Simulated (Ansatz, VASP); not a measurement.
**Bi in VASP and in Ansatz**

```xyz
1
Lattice="3.4277 0.0000 0.0000 0.0000 3.4277 0.0000 0.0000 0.0000 3.4277" Properties=species:S:1:pos:R:3 pbc="T T T"
Bi    0.0000    0.0000    0.0000
```

Alike in both runs: task single point; functional revPBE; k mesh 11 × 11 × 11; occupations fermi-dirac, width 0.1 eV; no spin polarisation.

```csv
,VASP,Ansatz
version,VASP 6.6.1,Ansatz 0.2.0
potentials or method,"VASP PAW PBE potentials, release 64 (Bi_d), cutoff 520 eV","plane waves (420 eV) with PAW, scalar-relativistic"
valence electrons in the cell,15,15
```

Ansatz gave:

```
pressure (GPa) : -3.7
```

Q: Which values does VASP return?

A: Pressure (GPa): -3.8.

VASP's potentials were made for PBE, not for revPBE. With one functional, cell and mesh, what is left measures potentials, basis and numerics.

Neither program's run includes spin-orbit coupling.
